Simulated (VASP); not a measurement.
Set up this calculation in VASP 6.6.1, as the native input.

* Task: single point
* Functional: PBEsol
* Potentials or basis: VASP PAW PBE potentials, release 64 (B, N)
* Cutoff: 520 eV
* k mesh: 12 × 12 × 12
* Occupations: gaussian, width 0.05 eV
* Spin: no spin polarisation
* Dipole correction: no
* Further INCAR settings: ALGO = Normal; EDIFF = 1e-06; NBANDS = 11

The structure of BN lies in POSCAR:

```
BN
1.0
    0.0000000000      1.8074995743      1.8074995743
    1.8074995743      0.0000000000      1.8074995743
    1.8074995743      1.8074995743      0.0000000000
B N
1 1
Direct
    0.0000000000      0.0000000000      0.0000000000
    0.7500000000      0.7500000000      0.7500000000
```

These files were run (other wordings do the same):

INCAR

```
PREC     = Accurate       # precision mode
ENCUT    = 520            # plane-wave cutoff, eV
EDIFF    = 1E-6           # SCF threshold, eV
ISMEAR   = 0              # smearing method
SIGMA    = 0.05           # smearing width, eV
LREAL    = False          # projectors in reciprocal space
LASPH    = True           # aspherical terms in the spheres
NELM     = 100            # most SCF steps
ALGO     = Normal         # electronic algorithm
ISIF     = 2              # what is computed and relaxed
LWAVE    = False          # write WAVECAR
LCHARG   = False          # write CHGCAR
GGA      = PS             # functional
NBANDS   = 11             # bands
```

KPOINTS

```
regular mesh
0
Gamma
  12 12 12
```

Potentials or basis: VASP PAW PBE potentials, release 64 (B, N).

Command:

```bash
$ cat potpaw_PBE.64/B/POTCAR potpaw_PBE.64/N/POTCAR > POTCAR
$ mpirun -np 1 vasp_std > vasp.out
```

Results of the run:

```yaml
Pressure: -2.3 GPa
Band_gap_on_the_k_mesh: 4.28 eV, indirect (least direct gap 8.76 eV)
```

Caveat: the PAW data sets were made with another functional, which shifts forces and pressure a little.

Run time: 4.7 s on 1 thread of Intel(R) Xeon(R) 6975P-C (Granite Rapids), with other jobs on the host, peak memory 0.12 GiB.
